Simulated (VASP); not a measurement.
# CoO (I4/mmm) in VASP: a series of runs

The runs below take CoO through single point, with PBE+U.

Program: VASP 6.6.1. These are calculated values, not measurements. Logs are shortened: lines on timing, memory, paths and dates and some standing lists are left out, and cuts for length are marked.

## Step 1: The cell of the first run

Symmetry: I4/mmm, No. 139, tetragonal system. Conventional cell: a = 3.016 Å, b = 3.016 Å, c = 4.215 Å, α = 90.00°, β = 90.00°, γ = 90.00°. Co (site symmetry 4/mmm) has 6 O at 2.11 to 2.13 Å within 2.8 Å. O (site symmetry 4/mmm) has 6 Co at 2.11 to 2.13 Å within 2.8 Å.

## Step 2: Single point, PBE+U, collinear spin, ferromagnetic start

Contents of INCAR:

```
ALGO     = Normal         # electronic algorithm
EDIFF    = 1E-6           # SCF threshold, eV
ENCUT    = 520            # plane-wave cutoff, eV
GGA      = PE             # functional
ISIF     = 2              # what is computed and relaxed
ISMEAR   = 0              # smearing method
ISPIN    = 2              # spin polarisation
LASPH    = True           # aspherical terms in the spheres
LCHARG   = False          # write CHGCAR
LDAU     = True           # DFT+U
LDAUJ    = 0 0          
LDAUL    = 2 -1           # shell
LDAUPRINT= 1            
LDAUTYPE = 2            
LDAUU    = 4.3 0          # U, eV
LMAXMIX  = 4              # l up to which the mixer works
LORBIT   = 11             # projections on sites
LREAL    = False          # projectors in reciprocal space
LWAVE    = False          # write WAVECAR
MAGMOM   = 2.87 0         # initial moments
NBANDS   = 18             # bands
NELM     = 150            # most SCF steps
PREC     = Accurate       # precision mode
SIGMA    = 0.05           # smearing width, eV
```

Contents of KPOINTS:

```
k-points
0
Gamma
  10 10 10
```

Contents of POSCAR:

```
CoO
1.0
   -1.5080004431      1.5080004431      2.1072503604
    1.5080004431     -1.5080004431      2.1072503604
    1.5080004431      1.5080004431     -2.1072503604
Co O
1 1
Direct
    0.0000000000      0.0000000000      0.0000000000
    0.5000000000      0.5000000000      0.0000000000
```

Potentials or basis: VASP PAW PBE potentials, release 64 (Co, O).

Command:

```console
$ cat potpaw_PBE.64/Co/POTCAR potpaw_PBE.64/O/POTCAR > POTCAR
$ mpirun -np 1 vasp_std > vasp.out
```

OUTCAR:

```text
EDIFF = 1E-6
   ENCUT = 520
   GGA = PE
   ISIF = 2
   ISMEAR = 0
   ISPIN = 2
   LASPH = True
   LORBIT = 11
   LREAL = False
   NELM = 150
   PREC = Accurate

 ion  position               nearest neighbor table
   1  0.000  0.000  0.000-   2 2.11   2 2.11   2 2.13   2 2.13   2 2.13   2 2.13
   2  0.500  0.500  0.000-   1 2.11   1 2.11   1 2.13   1 2.13   1 2.13   1 2.13

  LATTYP: Found a body centered tetragonal cell.
 ALAT       =     3.0160008862
 C/A-ratio  =     1.3973804650

  Lattice vectors:

 A1 = (  -1.5080004431,   1.5080004431,   2.1072503604)
 A2 = (   1.5080004431,  -1.5080004431,   2.1072503604)
 A3 = (   1.5080004431,   1.5080004431,  -2.1072503604)

Analysis of symmetry for initial positions (statically):
=====================================================================
 Subroutine PRICEL returns:
 Original cell was already a primitive cell.

 Routine SETGRP: Setting up the symmetry group for a
 body centered tetragonal supercell.

 Subroutine GETGRP returns: Found 16 space group operations
 (whereof 16 operations were pure point group operations)
 out of a pool of 16 trial point group operations.

The static configuration has the point symmetry D_4h.

Analysis of symmetry for dynamics (positions and initial velocities):
=====================================================================
 Subroutine PRICEL returns:
 Original cell was already a primitive cell.

 Routine SETGRP: Setting up the symmetry group for a
 body centered tetragonal supercell.

 Subroutine GETGRP returns: Found 16 space group operations
 (whereof 16 operations were pure point group operations)
 out of a pool of 16 trial point group operations.

The dynamic configuration has the point symmetry D_4h.

Analysis of structural, dynamic, and magnetic symmetry:
=====================================================================
 Subroutine PRICEL returns:
 Original cell was already a primitive cell.

 Routine SETGRP: Setting up the symmetry group for a
 body centered tetragonal supercell.

 Subroutine GETGRP returns: Found 16 space group operations
 (whereof 16 operations were pure point group operations)
 out of a pool of 16 trial point group operations.

The overall configuration has the point symmetry D_4h.

 Subroutine INISYM returns: Found 16 space group operations
 (whereof 16 operations are pure point group operations),
 and found     1 'primitive' translations

----------------------------------------------------------------------------------------

                                     Primitive cell

  volume of cell :      19.1681

  direct lattice vectors                    reciprocal lattice vectors
    -1.508000443  1.508000443  2.107250360     0.000000000  0.331564889  0.237276030
     1.508000443 -1.508000443  2.107250360     0.331564889  0.000000000  0.237276030
     1.508000443  1.508000443 -2.107250360     0.331564889  0.331564889  0.000000000

  length of vectors
     2.998105194  2.998105194  2.998105194     0.407719500  0.407719500  0.468903563

  position of ions in fractional coordinates (direct lattice)
     0.000000000  0.000000000  0.000000000
     0.500000000  0.500000000  0.000000000

  ion indices of the primitive-cell ions
   primitive index   ion index
                 1           1
                 2           2

----------------------------------------------------------------------------------------

 KPOINTS: k-points

Automatic generation of k-mesh.
 Grid dimensions read from file:
 generate k-points for:   10   10   10

 Generating k-lattice:

  Cartesian coordinates                     Fractional coordinates (reciprocal lattice)
     0.000000000  0.033156489  0.023727603     0.100000000  0.000000000  0.000000000
     0.033156489  0.000000000  0.023727603     0.000000000  0.100000000  0.000000000
     0.033156489  0.033156489  0.000000000     0.000000000  0.000000000  0.100000000

  Length of vectors
     0.040771950  0.040771950  0.046890356

  Shift w.r.t. Gamma in fractional coordinates (k-lattice)
     0.000000000  0.000000000  0.000000000

 Subroutine IBZKPT returns following result:
 ===========================================

 Found    102 irreducible k-points:

 Following reciprocal coordinates:
            Coordinates               Weight
  0.000000  0.000000  0.000000      1.000000
  0.100000 -0.000000  0.000000      8.000000
  0.200000 -0.000000  0.000000      8.000000
  0.300000  0.000000  0.000000      8.000000
  0.400000  0.000000 -0.000000      8.000000
  0.500000  0.000000 -0.000000      4.000000
[... 16 lines left out ...]
  0.300000  0.300000  0.000000      8.000000
  0.400000  0.300000 -0.000000     16.000000
 [... further k-points ...]
   k-points           NKPTS =    102   k-points in BZ     NKDIM =    102   number of bands    NBANDS=     18
   number of dos      NEDOS =    301   number of ions     NIONS =      2
   total plane-waves  NPLWV =  13824
   dimension x,y,z NGX =    24 NGY =   24 NGZ =   24
   dimension x,y,z NGXF=    48 NGYF=   48 NGZF=   48
   ions per type =               1   1
   NGX,Y,Z   is equivalent  to a cutoff of  13.31, 13.31, 13.31 a.u.
   NGXF,Y,Z  is equivalent  to a cutoff of  26.62, 26.62, 26.62 a.u.
 SYSTEM =  unknown system
   PREC   = accura    normal or accurate (medium, high low for compatibility)
   ISTART =      0    job   : 0-new  1-cont  2-samecut
   ICHARG =      2    charge: 1-file 2-atom 10-const
   ISPIN  =      2    spin polarized calculation?
   LNONCOLLINEAR =      F non collinear calculations
   LSORBIT =      F    spin-orbit coupling
   LASPH  =      T    aspherical Exc in radial PAW
   ENCUT  =  520.0 eV  38.22 Ry    6.18 a.u.   5.57  5.57  5.57*2*pi/ulx,y,z
   NELM   =    150;   NELMIN=  2; NELMDL= -5     # of ELM steps
   EDIFF  = 0.1E-05   stopping-criterion for ELM
   LREAL  =      F    real-space projection
   EDIFFG = 0.1E-04   stopping-criterion for IOM
   NSW    =      0    number of steps for IOM
   IBRION =     -1    ionic relax: 0-MD 1-quasi-New 2-CG
   NFREE  =      0    steps in history (QN), initial steepest desc. (CG)
   ISIF   =      2    stress and relaxation
   ISYM   =      2    0-nonsym 1-usesym 2-fastsym
   POTIM  = 0.5000    time-step for ionic-motion
   TEBEG  =    0.0;   TEEND  =   0.0 temperature during run
   PSTRESS=    0.0 pullay stress
   NELECT =      15.0000    total number of electrons
   NUPDOWN=      -1.0000    fix difference up-down
   EMIN   =  10.00;   EMAX   =-10.00  energy-range for DOS
   EFERMI =   0.00;   METHOD = LEGACY
   ISMEAR =     0;   SIGMA  =   0.05  broadening in eV -4-tet -1-fermi 0-gaus
   EFERMI_NEDOS =   21; number of points for ismear=-14 and -15
   IALGO  =     38    algorithm
   IMIX   =      4    mixing-type and parameters
     AMIX     =   0.40;   BMIX     =  1.00
     AMIX_MAG =   1.60;   BMIX_MAG =  1.00
  volume/ion in A,a.u.               =       9.58        64.68
  Fermi-wavevector in a.u.,A,eV,Ry     =   1.508617  2.850872 30.965828  2.275924
  Thomas-Fermi vector in A             =   2.619047
   LORBIT       =     11    0 simple, 1 ext, 2 COOP (PROOUT), +10 PAW based schemes
 LDA+U is selected, type is set to LDAUTYPE =  2
   angular momentum for each species LDAUL =     2   -1
   U (eV)           for each species LDAUU =   4.3  0.0
   J (eV)           for each species LDAUJ =   0.0  0.0
   GGA     = PE    functional components
   LHFCALC =     F    Hartree Fock is set to
   AEXX    =    0.0000 exact exchange contribution
   IVDW    =     0    specifies the selected vdW correction
   LEPSILON=     F    determine dielectric tensor
   LRPA    =     F    only Hartree local field effects (RPA)
 spin polarized calculation
 Gauss-broadening in eV      SIGMA  =   0.05
  energy-cutoff  :      520.00
  volume of cell :       19.17
 maximum number of plane-waves:       533
 NGX is ok and might be reduce to    24
   NGX = 11   NGY = 11   NGZ = 11

atom =   1  type =  1  l = 2

 onsite density matrix

spin component  1

  1.0158 -0.0000  0.0000 -0.0000 -0.0000
 -0.0000  0.9726  0.0000  0.0000 -0.0000
  0.0000  0.0000  1.0197  0.0000  0.0000
 -0.0000  0.0000  0.0000  0.9726 -0.0000
 -0.0000 -0.0000  0.0000 -0.0000  0.9700

spin component  2

  0.1162  0.0000  0.0000  0.0000  0.0000
  0.0000  0.4939 -0.0000  0.0000 -0.0000
  0.0000 -0.0000  0.1405  0.0000 -0.0000
  0.0000  0.0000  0.0000  0.4939 -0.0000
  0.0000 -0.0000 -0.0000 -0.0000  0.9638

 occupancies and eigenvectors

  o =  0.1162  v =  0.0000  0.0000  0.0000  0.0000  0.0000  1.0000  0.0000  0.0000  0.0000  0.0000      0.0000  0.0000  0.0000  0.0000  0.0000  0.0000  0.0000  0.0000  0.0000  0.0000
  o =  0.1405  v =  0.0000  0.0000  0.0000  0.0000  0.0000  0.0000 -0.0000  1.0000  0.0000  0.0000      0.0000  0.0000  0.0000  0.0000  0.0000  0.0000  0.0000  0.0000  0.0000  0.0000
  o =  0.4939  v =  0.0000  0.0000  0.0000  0.0000  0.0000  0.0000 -0.9831 -0.0000 -0.1833 -0.0000      0.0000  0.0000  0.0000  0.0000  0.0000  0.0000  0.0000  0.0000  0.0000  0.0000
  o =  0.4939  v =  0.0000  0.0000  0.0000  0.0000  0.0000  0.0000 -0.1833 -0.0000  0.9831 -0.0000      0.0000  0.0000  0.0000  0.0000  0.0000  0.0000  0.0000  0.0000  0.0000  0.0000
  o =  0.9638  v =  0.0000  0.0000  0.0000  0.0000  0.0000  0.0000 -0.0000 -0.0000 -0.0000  1.0000      0.0000  0.0000  0.0000  0.0000  0.0000  0.0000  0.0000  0.0000  0.0000  0.0000
  o =  0.9700  v =  0.0000  0.0000 -0.0000 -0.0000  1.0000  0.0000  0.0000  0.0000  0.0000  0.0000      0.0000  0.0000  0.0000  0.0000  0.0000  0.0000  0.0000  0.0000  0.0000  0.0000
  o =  0.9726  v =  0.0000 -0.2175  0.0000 -0.9761  0.0000  0.0000  0.0000  0.0000  0.0000  0.0000      0.0000  0.0000  0.0000  0.0000  0.0000  0.0000  0.0000  0.0000  0.0000  0.0000
  o =  0.9726  v =  0.0000 -0.9761  0.0000  0.2175  0.0000  0.0000  0.0000  0.0000  0.0000  0.0000      0.0000  0.0000  0.0000  0.0000  0.0000  0.0000  0.0000  0.0000  0.0000  0.0000
  o =  1.0158  v =  1.0000  0.0000  0.0000  0.0000  0.0000  0.0000  0.0000  0.0000  0.0000  0.0000      0.0000  0.0000  0.0000  0.0000  0.0000  0.0000  0.0000  0.0000  0.0000  0.0000
  o =  1.0197  v =  0.0000  0.0000  1.0000 -0.0000  0.0000  0.0000  0.0000  0.0000  0.0000  0.0000      0.0000  0.0000  0.0000  0.0000  0.0000  0.0000  0.0000  0.0000  0.0000  0.0000

 number of electron      15.0000006 magnetization       3.0000580

 Free energy of the ion-electron system (eV)
  ---------------------------------------------------
  ext. energy  EPLUGINS =         0.00000000
  ---------------------------------------------------
  free energy    TOTEN  =       -11.08786553 eV

  energy without entropy =      -11.08575390  energy(sigma->0) =      -11.08680971

 E-fermi :   7.8319     XC(G=0): -12.4281

 val. band max:        7.8311045480   @ k =  -0.3000   0.4000   0.3000
 cond. band min:       7.8429894043   @ k =   0.4000   0.1000   0.0000
 fundamental gap:      0.0118848563
 Fermi energy:         7.8318655723

 spin component 1

 k-point     1 :       0.0000    0.0000    0.0000
  band No.  band energies     occupation
      1     -11.9877      1.00000
      2       2.0035      1.00000
      3       2.4267      1.00000
      4       2.4267      1.00000
      5       2.4447      1.00000
      6       3.3619      1.00000
[... 481 lines left out ...]
      5       2.8891      1.00000
      6       3.5116      1.00000
[... 10 lines left out ...]
     17      35.9680      0.00000
     18      37.1128      0.00000

 [... further k-points ...]

 spin component 2

 k-point     1 :       0.0000    0.0000    0.0000
  band No.  band energies     occupation
      1     -11.6018      1.00000
      2       4.8571      1.00000
      3       5.5271      1.00000
      4       5.6297      1.00000
      5       5.6297      1.00000
      6       6.7913      1.00000
[... 481 lines left out ...]
      5       5.9684      1.00000
      6       7.2581      1.00000
[... 10 lines left out ...]
     17      37.7870      0.00000
     18      39.8986      0.00000

 [... further k-points ...]
[... 5 lines left out ...]
  --------------------------------------------------------------------------------------
  -------------------------------------------------------------------------------------
  Total        0.3264589      0.3264589     -0.5798565      0.0000000      0.0000000      0.0000000
  in kB       27.2872704     27.2872704    -48.4676567      0.0000000      0.0000000      0.0000000
  external PRESSURE =       2.0356281 kB  Pullay stress =       0.0000000 kB

 VOLUME and BASIS-vectors are now :
 -----------------------------------------------------------------------------
  energy-cutoff  :      520.00
  volume of cell :       19.17
      direct lattice vectors                 reciprocal lattice vectors
    -1.508000443  1.508000443  2.107250360     0.000000000  0.331564889  0.237276030
     1.508000443 -1.508000443  2.107250360     0.331564889  0.000000000  0.237276030
     1.508000443  1.508000443 -2.107250360     0.331564889  0.331564889  0.000000000

 POSITION                                       TOTAL-FORCE (eV/Angst)
 -----------------------------------------------------------------------------------
      0.00000      0.00000      0.00000         0.000000      0.000000      0.000000
      0.00000      0.00000      2.10725        -0.000000     -0.000000     -0.000000
 -----------------------------------------------------------------------------------
    total drift:                               -0.000000      0.000000     -0.000000

  FREE ENERGIE OF THE ION-ELECTRON SYSTEM (eV)
  ---------------------------------------------------
  free  energy   TOTEN  =       -11.0878655317 eV

  energy  without entropy=      -11.0857538968  energy(sigma->0) =      -11.08680971

 total charge

# of ion       s       p       d       tot
------------------------------------------
    1        0.303   0.372   7.134   7.810
    2        1.551   3.462   0.000   5.013
--------------------------------------------------
tot          1.854   3.835   7.134  12.823

 magnetization (x)

# of ion       s       p       d       tot
------------------------------------------
    1        0.020   0.018   2.740   2.778
    2        0.022   0.199   0.000   0.220
--------------------------------------------------
tot          0.042   0.216   2.740   2.999
```

Wall time 33 s (1 thread of Intel Xeon Platinum 8559C (Emerald Rapids), shared host); peak memory 0.18 GiB.

What came out:

```yaml
Free_energy: -11.0879 eV
Pressure: 0.2 GPa
Band_gap_on_the_k_mesh: zero (filled and empty bands overlap)
Net_moment: 3.00 μB per cell
Site_moments: Co +2.78; O +0.22 μB
Valence_electrons_inside_the_program's_atomic_spheres: Co 7.81; O 5.01
```

Eigenvalues of the final occupation matrices:
```
    site  spin  trace               eigenvalues
site 1 d     1   4.95  0.97 0.97 0.97 1.02 1.02
site 1 d     2   2.21  0.12 0.14 0.49 0.49 0.96
```

Caveat: a cell with one magnetic atom can't hold antiferromagnetic order, which such compounds often take.

## Step 3: Single point, PBE+U, collinear spin, ferromagnetic start

INCAR, as its differences from that of step 2:

```diff
@@ -2,4 +2,5 @@
 EDIFF    = 1E-6           # SCF threshold, eV
-ENCUT    = 520            # plane-wave cutoff, eV
+ENCUT    = 600            # plane-wave cutoff, eV
 GGA      = PE             # functional
+GGA_COMPAT= False        
 ISIF     = 2              # what is computed and relaxed
@@ -20,4 +21,4 @@
 MAGMOM   = 2.87 0         # initial moments
-NBANDS   = 18             # bands
-NELM     = 150            # most SCF steps
+NBANDS   = 22             # bands
+NELM     = 200            # most SCF steps
 PREC     = Accurate       # precision mode
```

KPOINTS is that of step 2.

POSCAR is that of step 2.

Potentials or basis: VASP PAW PBE potentials, release 64 (Co_sv, O).

Command:

```console
$ cat potpaw_PBE.64/Co_sv/POTCAR potpaw_PBE.64/O/POTCAR > POTCAR
$ mpirun -np 1 vasp_std > vasp.out
```

It took 51 s on 1 thread of Intel Xeon Platinum 8488C (Sapphire Rapids), shared host; peak memory 0.2 GiB.

Results (log left out):

| Property | Result |
| --- | --- |
| Free energy | -10.7187 eV |
| Pressure | 0.3 GPa |
| Band gap on the k mesh | zero (filled and empty bands overlap) |
| Net moment | 3.00 μB per cell |
| Site moments | Co +2.73; O +0.22 μB |
| Valence electrons inside the program's atomic spheres | Co 14.88; O 5.02 |

Stress tensor (GPa, compression positive):
```
 2.71  0.00  0.00
 0.00  2.71  0.00
 0.00  0.00 -4.67
```

Levels at points of the mesh, in eV from the Fermi level:
Spin up:
```csv
k point,band 10,band 11,band 12,band 13,band 14,band 15,band 16,band 17
"(0.00, 0.00, 0.00)",-4.39,-3.06,-2.92,-2.92,1.00,16.76,17.38,17.38
"(0.50, 0.00, 0.00)",-4.29,-3.29,-0.82,-0.74,5.00,9.42,13.22,13.45
"(0.50, 0.50, 0.00)",-4.43,-4.34,-4.13,-3.50,5.73,9.92,10.97,15.82
"(0.50, 0.50, 0.50)",-4.46,-4.46,-4.23,-4.23,5.78,9.98,11.13,15.70
```
Spin down:
| k point | band 8 | band 9 | band 10 | band 11 | band 12 | band 13 |
| --- | --- | --- | --- | --- | --- | --- |
| (0.00, 0.00, 0.00) | -2.51 | -2.51 | -1.05 | -1.05 | 1.25 | 1.53 |
| (0.50, 0.00, 0.00) | -4.26 | -1.71 | 0.06 | 0.21 | 3.80 | 4.30 |
| (0.50, 0.50, 0.00) | -3.75 | -2.21 | -1.81 | 0.25 | 1.89 | 2.83 |
| (0.50, 0.50, 0.50) | -3.85 | -3.83 | 0.24 | 0.24 | 2.24 | 2.53 |

Eigenvalues of the final occupation matrices:
| site | spin | trace | eigenvalues |
| --- | --- | --- | --- |
| site 1 d | 1 | 4.70 | 0.92 0.93 0.93 0.96 0.96 |
| site 1 d | 2 | 1.99 | 0.08 0.10 0.45 0.45 0.91 |

Caveat: a cell with one magnetic atom can't hold antiferromagnetic order, which such compounds often take. The state reached can hang on the start; a lower one may exist.
